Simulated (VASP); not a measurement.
# Sb: single point with PBEsol

Sb:

```
CELL_PARAMETERS angstrom
0.00000 2.37124 2.37124
2.57873 0.00000 2.37124
2.57873 2.37124 0.00000
ATOMIC_POSITIONS crystal
Sb 0.00000 0.00000 0.00000
```

This cell differs from its parent crystal: strain +0.0875 x Voigt [1, 0, 0, 0, 0, 0].

```yaml
Program: VASP 6.6.1
Task: single point
Functional: PBEsol
Potentials_or_basis: VASP PAW PBE potentials, release 64 (Sb)
Cutoff: 520 eV
k_mesh: 18 × 18 × 18
Occupations: gaussian, width 0.15 eV
Spin: no spin polarisation
Dipole_correction: no
Further_INCAR_settings: ALGO = Normal; EDIFF = 1e-07; NBANDS = 8
```

The pressure is -5.4 GPa.

Stress tensor (GPa, compression positive):
```
-4.59  0.00  0.00
 0.00 -5.87  0.00
 0.00  0.00 -5.87
```

Levels at points of the mesh, in eV from the Fermi level:
```csv
k point,band 1,band 2,band 3,band 4,band 5,band 6,band 7,band 8
"(0.00, 0.00, 0.00)",-12.38,4.72,4.82,4.82,9.45,10.00,10.00,10.32
"(0.50, 0.00, 0.00)",-9.01,-5.36,2.61,3.93,7.17,8.98,9.59,9.80
"(0.50, 0.50, 0.00)",-7.28,-4.33,-0.24,0.39,3.78,4.48,16.88,16.89
"(0.00, 0.50, 0.50)",-8.25,-4.89,1.03,1.03,4.79,5.15,17.41,17.91
```

Wall time 87 s on 1 thread of Intel Xeon 6975P-C, with other jobs on the host, peak memory 0.24 GiB.

Caveat: the cell differs from its parent crystal (strain +0.0875 x Voigt [1, 0, 0, 0, 0, 0]); the PAW data sets were made with another functional, which shifts forces and pressure a little; spin-orbit coupling is left out, which moves the levels of the heavy elements.
